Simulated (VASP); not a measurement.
PbS, 2 atoms in the cell. Symmetry: P-6m2, No. 187, hexagonal system. Conventional cell: a = 4.090 Å, b = 4.090 Å, c = 3.788 Å, α = 90.00°, β = 90.00°, γ = 120.00°. Pb (site symmetry -6m2) has 6 S at 3.03 Å and 8 Pb at 3.79 to 4.09 Å within 4.1 Å. S (site symmetry -6m2) has 6 Pb at 3.03 Å and 8 S at 3.79 to 4.09 Å within 4.1 Å. 

- Program: VASP 6.6.1
- Task: single point
- Functional: PBE-based screened hybrid with 25 % exact exchange
- Potentials or basis: VASP PAW PBE potentials, release 64 (Pb_d, S)
- Cutoff: 520 eV
- k mesh: 4 × 4 × 4
- Occupations: fermi-dirac, width 0.05 eV
- Spin: no spin polarisation
- Dipole correction: no
- Grid for exact exchange (PRECFOCK): Normal
- Share of exact exchange: 0.25
- Further INCAR settings: ALGO = Normal; EDIFF = 1e-06; NBANDS = 17
- Screening parameter: 0.6 1/Å

Potentials or basis: VASP PAW PBE potentials, release 64 (Pb_d, S).

Run with:

```bash
$ cat potpaw_PBE.64/Pb_d/POTCAR potpaw_PBE.64/S/POTCAR > POTCAR
$ cp INCAR.step1 INCAR
$ mpirun -np 1 vasp_std > vasp.out
$ cp INCAR.step2 INCAR
$ mpirun -np 1 vasp_std > vasp.out
```

Hardware: 1 thread of Intel Xeon 8259CL, with other jobs on the host.

Question: Estimate the wall time of this run.

Answer: It took 20 min on 1 thread of Intel Xeon 8259CL, with other jobs on the host, peak memory 0.29 GiB. Counts: k points 12.
